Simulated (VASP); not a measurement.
# MgO (P6_3mc) in VASP: settings compared, part 2 of 2

VASP 6.6.1. The steps go on from the part before.

### Step 3. Single point, LDA (volume scaled by 0.96)

The input, INCAR:

```
PREC = Accurate ; ENCUT = 520
EDIFF = 1E-6 ; ISMEAR = -1
SIGMA = 0.05 ; LREAL = F
LASPH = T ; NELM = 80
ALGO = Normal ; ISIF = 2
LWAVE = F ; LCHARG = T
LELF = T ; LVHAR = T
NBANDS = 16
```

The input, KPOINTS:

```
Automatic mesh
0
Gamma
  9 9 6
```

The input, POSCAR:

```
MgO
1.0
    3.2630816822      0.0000000000      0.0000000000
   -1.6315408411      2.8259116314      0.0000000000
    0.0000000000      0.0000000000      4.9155371758
Mg O
2 2
Direct
    0.6666666667      0.3333333333      0.5021597400
    0.3333333333      0.6666666667      0.0021597400
    0.6666666667      0.3333333333      0.9024402600
    0.3333333333      0.6666666667      0.4024402600
```

Potentials or basis: VASP PAW LDA potentials, release 64 (Mg, O).

Command:

```
$ cat potpaw_LDA.64/Mg/POTCAR potpaw_LDA.64/O/POTCAR > POTCAR
$ mpirun -np 1 vasp_std > vasp.out
```

OUTCAR:

```text
PREC = Accurate
   ENCUT = 520
   EDIFF = 1E-6
   ISMEAR = -1
   LREAL = F
   LASPH = T
   NELM = 80
   ISIF = 2

 ion  position               nearest neighbor table
   1  0.667  0.333  0.502-   4 1.95   4 1.95   4 1.95   3 1.97   2 3.10   2 3.10   2 3.10   2 3.10
                             2 3.10   2 3.10
   2  0.333  0.667  0.002-   3 1.95   3 1.95   3 1.95   4 1.97   1 3.10   1 3.10   1 3.10   1 3.10
                             1 3.10   1 3.10
   3  0.667  0.333  0.902-   2 1.95   2 1.95   2 1.95   1 1.97
   4  0.333  0.667  0.402-   1 1.95   1 1.95   1 1.95   2 1.97

  LATTYP: Found a hexagonal cell.
 ALAT       =     3.2630816822
 C/A-ratio  =     1.5064094787

  Lattice vectors:

 A1 = (   3.2630816822,   0.0000000000,   0.0000000000)
 A2 = (  -1.6315408411,   2.8259116314,   0.0000000000)
 A3 = (   0.0000000000,   0.0000000000,   4.9155371758)

Analysis of symmetry for initial positions (statically):
=====================================================================
 Subroutine PRICEL returns:
 Original cell was already a primitive cell.

 Routine SETGRP: Setting up the symmetry group for a
 hexagonal supercell.

 Subroutine GETGRP returns: Found 12 space group operations
 (whereof  6 operations were pure point group operations)
 out of a pool of 24 trial point group operations.

The static configuration has the point symmetry C_3v.
 The point group associated with its full space group is C_6v.

Analysis of symmetry for dynamics (positions and initial velocities):
=====================================================================
 Subroutine PRICEL returns:
 Original cell was already a primitive cell.

 Routine SETGRP: Setting up the symmetry group for a
 hexagonal supercell.

 Subroutine GETGRP returns: Found 12 space group operations
 (whereof  6 operations were pure point group operations)
 out of a pool of 24 trial point group operations.
[... 124 lines left out ...]
   IMIX   =      4    mixing-type and parameters
     AMIX     =   0.40;   BMIX     =  1.00
     AMIX_MAG =   1.60;   BMIX_MAG =  1.00
  volume/ion in A,a.u.               =      11.33        76.47
  Fermi-wavevector in a.u.,A,eV,Ry     =   1.156988  2.186391 18.213059  1.338622
  Thomas-Fermi vector in A             =   2.293604
   LORBIT       =      0    0 simple, 1 ext, 2 COOP (PROOUT), +10 PAW based schemes
   GGA     = CA    functional components
   LHFCALC =     F    Hartree Fock is set to
   AEXX    =    0.0000 exact exchange contribution
   IVDW    =     0    specifies the selected vdW correction
   LEPSILON=     F    determine dielectric tensor
   LRPA    =     F    only Hartree local field effects (RPA)
 non-spin polarized calculation
  energy-cutoff  :      520.00
  volume of cell :       45.33
 maximum number of plane-waves:      1242
   NGX = 13   NGY = 13   NGZ = 19

 number of electron      16.0000011 magnetization

 Free energy of the ion-electron system (eV)
  ---------------------------------------------------
  ext. energy  EPLUGINS =         0.00000000
  ---------------------------------------------------
  free energy    TOTEN  =       -26.26104801 eV

  energy without entropy =      -26.26104801  energy(sigma->0) =      -26.26104801

 E-fermi :   2.0544     XC(G=0): -10.4518

 val. band max:        1.0567323767   @ k =   0.0000   0.0000   0.0000
 cond. band min:       4.6418318110   @ k =   0.0000   0.0000   0.0000
 fundamental gap:      3.5850994343
 Fermi energy:         2.0543923624

 k-point     1 :       0.0000    0.0000    0.0000
  band No.  band energies     occupation
      1     -15.0657      2.00000
      2     -14.1321      2.00000
      3      -2.4246      2.00000
      4       0.2314      2.00000
      5       0.2314      2.00000
      6       0.5859      2.00000
[... 433 lines left out ...]
      3      -1.8153      2.00000
      4      -1.2718      2.00000
      5      -1.2718      2.00000
      6      -0.4513      2.00000
[... 8 lines left out ...]
     15      14.5381      0.00000
     16      18.6115      0.00000

 [... further k-points ...]

------------------------ aborting loop because EDIFF is reached ----------------------------------------

  FORCE on cell =-STRESS in cart. coord.  units (eV):
  Direction    XX          YY          ZZ          XY          YZ          ZX
  --------------------------------------------------------------------------------------
  -------------------------------------------------------------------------------------
  Total       -0.0588824     -0.0588824     -0.1123821      0.0000000      0.0000000      0.0000000
  in kB       -2.0813199     -2.0813199     -3.9723763      0.0000000      0.0000000      0.0000000
  external PRESSURE =      -2.7116721 kB  Pullay stress =       0.0000000 kB

 VOLUME and BASIS-vectors are now :
 -----------------------------------------------------------------------------
  energy-cutoff  :      520.00
  volume of cell :       45.33
      direct lattice vectors                 reciprocal lattice vectors
     3.263081682  0.000000000  0.000000000     0.306458770  0.176934054  0.000000000
    -1.631540841  2.825911631  0.000000000     0.000000000  0.353868107  0.000000000
     0.000000000  0.000000000  4.915537176     0.000000000  0.000000000  0.203436565

 POSITION                                       TOTAL-FORCE (eV/Angst)
 -----------------------------------------------------------------------------------
      1.63154      0.94197      2.46838         0.000000     -0.000000      0.004178
     -0.00000      1.88394      0.01062         0.000000     -0.000000      0.004178
      1.63154      0.94197      4.43598         0.000000      0.000000     -0.004178
     -0.00000      1.88394      1.97821        -0.000000     -0.000000     -0.004178
 -----------------------------------------------------------------------------------
    total drift:                               -0.000000     -0.000000      0.001025

  FREE ENERGIE OF THE ION-ELECTRON SYSTEM (eV)
  ---------------------------------------------------
  free  energy   TOTEN  =       -26.2610480079 eV

  energy  without entropy=      -26.2610480078  energy(sigma->0) =      -26.26104801
```

OSZICAR:

```text
N       E                     dE             d eps       ncg     rms          rms(c)
DAV:   1     0.578339946510E+02    0.57834E+02   -0.76242E+03  1536   0.891E+02
DAV:   2    -0.266801508158E+02   -0.84514E+02   -0.77979E+02  2096   0.196E+02
DAV:   3    -0.305791660939E+02   -0.38990E+01   -0.38902E+01  1760   0.431E+01
DAV:   4    -0.305945793396E+02   -0.15413E-01   -0.15413E-01  1816   0.324E+00
DAV:   5    -0.305946502386E+02   -0.70899E-04   -0.70899E-04  1784   0.202E-01    0.115E+01
DAV:   6    -0.264430105091E+02    0.41516E+01   -0.11686E+01  1536   0.258E+01    0.380E+00
DAV:   7    -0.263274320843E+02    0.11558E+00   -0.20006E-01  1552   0.347E+00    0.211E+00
DAV:   8    -0.262634872294E+02    0.63945E-01   -0.11133E-01  1664   0.327E+00    0.491E-01
DAV:   9    -0.262611323952E+02    0.23548E-02   -0.31709E-03  1880   0.481E-01    0.185E-01
DAV:  10    -0.262610512389E+02    0.81156E-04   -0.50302E-04  1632   0.187E-01    0.134E-02
DAV:  11    -0.262610483617E+02    0.28772E-05   -0.16203E-05  1864   0.297E-02    0.946E-03
DAV:  12    -0.262610480079E+02    0.35383E-06   -0.10674E-06  1176   0.934E-03
   1 F= -.26261048E+02 E0= -.26261048E+02  d E =-.415581E-10
```

Wall time 28 s (1 thread of Intel Xeon 8259CL, shared host); peak memory 0.16 GiB.

What came out:

| Property | Result |
| --- | --- |
| Free energy | -26.2610 eV |
| Pressure | -0.3 GPa |
| Largest force | 0.004 eV/Å |
| Band gap on the k mesh | 3.59 eV, direct |

Forces on the atoms (eV/Å):
```
Mg   0.000  0.000  0.004
Mg   0.000  0.000  0.004
O    0.000  0.000 -0.004
O    0.000  0.000 -0.004
```

Levels at points of the mesh, in eV from the valence-band top:
| k point | band 5 | band 6 | band 7 | band 8 | band 9 | band 10 | band 11 | band 12 |
| --- | --- | --- | --- | --- | --- | --- | --- | --- |
| (0.00, 0.00, 0.00) | -0.83 | -0.47 | -0.47 | 0.00 | 3.59 | 8.62 | 10.48 | 14.11 |
| (0.00, 0.00, 0.50) | -0.65 | -0.65 | -0.65 | -0.65 | 6.12 | 6.12 | 13.32 | 13.32 |

 A k mesh can miss the band edges.
